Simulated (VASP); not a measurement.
# Zn4H (P-43m) in VASP: a series of runs, part 2 of 3

VASP 6.6.1. Earlier steps stand in the parts before.

### Step 3. Single point, PBE

This run uses another cell than the first one, of 13.32 Å³/atom, 0.566 times its volume.

Input file INCAR:

```
ALGO     = Normal         # electronic algorithm
EDIFF    = 1E-6           # SCF threshold, eV
ENCUT    = 520            # plane-wave cutoff, eV
GGA      = PE             # functional
ISIF     = 2              # what is computed and relaxed
ISMEAR   = 0              # smearing method
LASPH    = T              # aspherical terms in the spheres
LCHARG   = F              # write CHGCAR
LREAL    = F              # projectors in reciprocal space
LWAVE    = F              # write WAVECAR
NBANDS   = 32             # bands
NELM     = 100            # most SCF steps
PREC     = Accurate       # precision mode
SIGMA    = 0.1            # smearing width, eV
```

Input file KPOINTS:

```
k-points
0
Gamma
  10 10 10
```

Input file POSCAR:

```
Zn4H
1.0
    4.0536904103      0.0000000000      0.0000000000
    0.0000000000      4.0536904103      0.0000000000
    0.0000000000      0.0000000000      4.0536904103
Zn H
4 1
Direct
    0.2652989745      0.2652989745      0.2652989745
    0.7347010255      0.7347010255      0.2652989745
    0.7347010255      0.2652989745      0.7347010255
    0.2652989745      0.7347010255      0.7347010255
    0.0000000000      0.0000000000      0.0000000000
```

Potentials or basis: VASP PAW PBE potentials, release 64 (Zn, H).

Run with:

```
> cat potpaw_PBE.64/Zn/POTCAR potpaw_PBE.64/H/POTCAR > POTCAR
> mpirun -np 1 vasp_std > vasp.out
```

OUTCAR:

```text
EDIFF = 1E-6
   ENCUT = 520
   GGA = PE
   ISIF = 2
   ISMEAR = 0
   LASPH = T
   LREAL = F
   NELM = 100
   PREC = Accurate

 ion  position               nearest neighbor table
   1  0.265  0.265  0.265-   5 1.86   3 2.69   4 2.69   2 2.69   3 2.87   4 2.87   2 2.87   4 2.87
                             2 2.87   3 2.87   4 3.04   3 3.04   2 3.04
   2  0.735  0.735  0.265-   5 1.86   3 2.69   4 2.69   1 2.69   1 2.87   4 2.87   1 2.87   3 2.87
                             3 2.87   4 2.87   1 3.04   4 3.04   3 3.04
   3  0.735  0.265  0.735-   5 1.86   2 2.69   4 2.69   1 2.69   1 2.87   4 2.87   1 2.87   2 2.87
                             2 2.87   4 2.87   2 3.04   1 3.04   4 3.04
   4  0.265  0.735  0.735-   5 1.86   2 2.69   3 2.69   1 2.69   1 2.87   3 2.87   1 2.87   2 2.87
                             2 2.87   3 2.87   2 3.04   1 3.04   3 3.04
   5  0.000  0.000  0.000-   1 1.86   2 1.86   3 1.86   4 1.86

  LATTYP: Found a simple cubic cell.
 ALAT       =     4.0536904103

  Lattice vectors:

 A1 = (   4.0536904103,   0.0000000000,   0.0000000000)
 A2 = (   0.0000000000,   4.0536904103,   0.0000000000)
 A3 = (   0.0000000000,   0.0000000000,   4.0536904103)

Analysis of symmetry for initial positions (statically):
=====================================================================
 Subroutine PRICEL returns:
 Original cell was already a primitive cell.

 Routine SETGRP: Setting up the symmetry group for a
 simple cubic supercell.

 Subroutine GETGRP returns: Found 24 space group operations
 (whereof 24 operations were pure point group operations)
 out of a pool of 48 trial point group operations.

The static configuration has the point symmetry T_d .

Analysis of symmetry for dynamics (positions and initial velocities):
=====================================================================
 Subroutine PRICEL returns:
 Original cell was already a primitive cell.

 Routine SETGRP: Setting up the symmetry group for a
 simple cubic supercell.

 Subroutine GETGRP returns: Found 24 space group operations
 (whereof 24 operations were pure point group operations)
 out of a pool of 48 trial point group operations.

The dynamic configuration has the point symmetry T_d .

 Subroutine INISYM returns: Found 24 space group operations
 (whereof 24 operations are pure point group operations),
 and found     1 'primitive' translations

----------------------------------------------------------------------------------------

                                     Primitive cell

  volume of cell :      66.6119

  direct lattice vectors                    reciprocal lattice vectors
     4.053690410  0.000000000  0.000000000     0.246688794  0.000000000  0.000000000
     0.000000000  4.053690410  0.000000000     0.000000000  0.246688794  0.000000000
     0.000000000  0.000000000  4.053690410     0.000000000  0.000000000  0.246688794

  length of vectors
     4.053690410  4.053690410  4.053690410     0.246688794  0.246688794  0.246688794

  position of ions in fractional coordinates (direct lattice)
     0.265298974  0.265298974  0.265298974
     0.734701026  0.734701026  0.265298974
     0.734701026  0.265298974  0.734701026
     0.265298974  0.734701026  0.734701026
     0.000000000  0.000000000  0.000000000

  ion indices of the primitive-cell ions
   primitive index   ion index
                 1           1
                 2           2
                 3           3
[... 25 lines left out ...]
 ===========================================

 Found     56 irreducible k-points:

 Following reciprocal coordinates:
            Coordinates               Weight
  0.000000  0.000000  0.000000      1.000000
  0.100000  0.000000  0.000000      6.000000
  0.200000  0.000000  0.000000      6.000000
  0.300000  0.000000  0.000000      6.000000
  0.400000  0.000000  0.000000      6.000000
  0.500000  0.000000  0.000000      3.000000
[... 16 lines left out ...]
  0.200000  0.100000  0.100000     24.000000
  0.300000  0.100000  0.100000     24.000000
 [... further k-points ...]
   k-points           NKPTS =     56   k-points in BZ     NKDIM =     56   number of bands    NBANDS=     32
   number of dos      NEDOS =    301   number of ions     NIONS =      5
   total plane-waves  NPLWV =  27000
   dimension x,y,z NGX =    30 NGY =   30 NGZ =   30
   dimension x,y,z NGXF=    60 NGYF=   60 NGZF=   60
   ions per type =               4   1
   NGX,Y,Z   is equivalent  to a cutoff of  12.30, 12.30, 12.30 a.u.
   NGXF,Y,Z  is equivalent  to a cutoff of  24.61, 24.61, 24.61 a.u.
 SYSTEM =  unknown system
   PREC   = accura    normal or accurate (medium, high low for compatibility)
   ISTART =      0    job   : 0-new  1-cont  2-samecut
   ICHARG =      2    charge: 1-file 2-atom 10-const
   ISPIN  =      1    spin polarized calculation?
   LNONCOLLINEAR =      F non collinear calculations
   LSORBIT =      F    spin-orbit coupling
   LASPH  =      T    aspherical Exc in radial PAW
   ENCUT  =  520.0 eV  38.22 Ry    6.18 a.u.   7.54  7.54  7.54*2*pi/ulx,y,z
   NELM   =    100;   NELMIN=  2; NELMDL= -5     # of ELM steps
   EDIFF  = 0.1E-05   stopping-criterion for ELM
   LREAL  =      F    real-space projection
   EDIFFG = 0.1E-04   stopping-criterion for IOM
   NSW    =      0    number of steps for IOM
   IBRION =     -1    ionic relax: 0-MD 1-quasi-New 2-CG
   NFREE  =      0    steps in history (QN), initial steepest desc. (CG)
   ISIF   =      2    stress and relaxation
   ISYM   =      2    0-nonsym 1-usesym 2-fastsym
   POTIM  = 0.5000    time-step for ionic-motion
   TEBEG  =    0.0;   TEEND  =   0.0 temperature during run
   PSTRESS=    0.0 pullay stress
   NELECT =      49.0000    total number of electrons
   NUPDOWN=      -1.0000    fix difference up-down
   EMIN   =  10.00;   EMAX   =-10.00  energy-range for DOS
   EFERMI =   0.00;   METHOD = LEGACY
   ISMEAR =     0;   SIGMA  =   0.10  broadening in eV -4-tet -1-fermi 0-gaus
   EFERMI_NEDOS =   21; number of points for ismear=-14 and -15
   IALGO  =     38    algorithm
   IMIX   =      4    mixing-type and parameters
     AMIX     =   0.40;   BMIX     =  1.00
     AMIX_MAG =   1.60;   BMIX_MAG =  1.00
  volume/ion in A,a.u.               =      13.32        89.90
  Fermi-wavevector in a.u.,A,eV,Ry     =   1.477825  2.792684 29.714663  2.183966
  Thomas-Fermi vector in A             =   2.592181
   LORBIT       =      0    0 simple, 1 ext, 2 COOP (PROOUT), +10 PAW based schemes
   GGA     = PE    functional components
   LHFCALC =     F    Hartree Fock is set to
   AEXX    =    0.0000 exact exchange contribution
   IVDW    =     0    specifies the selected vdW correction
   LEPSILON=     F    determine dielectric tensor
   LRPA    =     F    only Hartree local field effects (RPA)
 non-spin polarized calculation
 Gauss-broadening in eV      SIGMA  =   0.10
  energy-cutoff  :      520.00
  volume of cell :       66.61
 maximum number of plane-waves:      1856
   NGX = 15   NGY = 15   NGZ = 15

 number of electron      49.0000056 magnetization

 Free energy of the ion-electron system (eV)
  ---------------------------------------------------
  ext. energy  EPLUGINS =         0.00000000
  ---------------------------------------------------
  free energy    TOTEN  =        -6.94091690 eV

  energy without entropy =       -6.93596592  energy(sigma->0) =       -6.93844141

 E-fermi :   2.8577     XC(G=0): -11.2752

 val. band max:        2.6762417244   @ k =   0.3000   0.3000   0.1000
 cond. band min:       2.8596800326   @ k =   0.4000   0.2000   0.1000
 fundamental gap:      0.1834383082
 Fermi energy:         2.8577155166

 k-point     1 :       0.0000    0.0000    0.0000
  band No.  band energies     occupation
      1      -7.9262      2.00000
      2      -5.5333      2.00000
      3      -5.3596      2.00000
      4      -5.3596      2.00000
      5      -5.3596      2.00000
      6      -5.2733      2.00000
[... 829 lines left out ...]
     31       9.3986      0.00000
     32       9.7032      0.00000

 [... further k-points ...]
[... 5 lines left out ...]
  --------------------------------------------------------------------------------------
  -------------------------------------------------------------------------------------
  Total        0.1093972      0.1093972      0.1093972     -0.0000000     -0.0000000      0.0000000
  in kB        2.6312668      2.6312668      2.6312668     -0.0000000     -0.0000000      0.0000000
  external PRESSURE =       2.6312668 kB  Pullay stress =       0.0000000 kB

 VOLUME and BASIS-vectors are now :
 -----------------------------------------------------------------------------
  energy-cutoff  :      520.00
  volume of cell :       66.61
      direct lattice vectors                 reciprocal lattice vectors
     4.053690410  0.000000000  0.000000000     0.246688794  0.000000000  0.000000000
     0.000000000  4.053690410  0.000000000     0.000000000  0.246688794  0.000000000
     0.000000000  0.000000000  4.053690410     0.000000000  0.000000000  0.246688794

 POSITION                                       TOTAL-FORCE (eV/Angst)
 -----------------------------------------------------------------------------------
      1.07544      1.07544      1.07544        -0.000484     -0.000484     -0.000484
      2.97825      2.97825      1.07544         0.000484      0.000484     -0.000484
      2.97825      1.07544      2.97825         0.000484     -0.000484      0.000484
      1.07544      2.97825      2.97825        -0.000484      0.000484      0.000484
      0.00000      0.00000      0.00000         0.000000      0.000000      0.000000
 -----------------------------------------------------------------------------------
    total drift:                                0.000000      0.000000      0.000000

  FREE ENERGIE OF THE ION-ELECTRON SYSTEM (eV)
  ---------------------------------------------------
  free  energy   TOTEN  =        -6.9409169023 eV

  energy  without entropy=       -6.9359659248  energy(sigma->0) =       -6.93844141
```

Wall time 74 s (1 thread of Intel Xeon Platinum 8259CL at 2.50GHz (Skylake/Cascade Lake), shared host); peak memory 0.23 GiB.

Results:

| Property | Result |
| --- | --- |
| Free energy | -6.9409 eV |
| Pressure | 0.3 GPa |

Levels at points of the mesh, in eV from the Fermi level:
| k point | band 22 | band 23 | band 24 | band 25 | band 26 | band 27 |
| --- | --- | --- | --- | --- | --- | --- |
| (0.00, 0.00, 0.00) | -4.20 | -0.95 | -0.95 | 0.95 | 0.95 | 0.95 |
| (0.50, 0.00, 0.00) | -6.99 | -1.05 | 1.37 | 1.70 | 2.12 | 2.12 |
| (0.50, 0.50, 0.00) | -5.02 | -4.67 | -4.67 | 2.07 | 3.83 | 4.31 |
| (0.50, 0.50, 0.50) | -2.83 | -2.83 | -2.83 | -2.75 | -1.84 | -1.84 |

(Continued in part 3 of 3.)
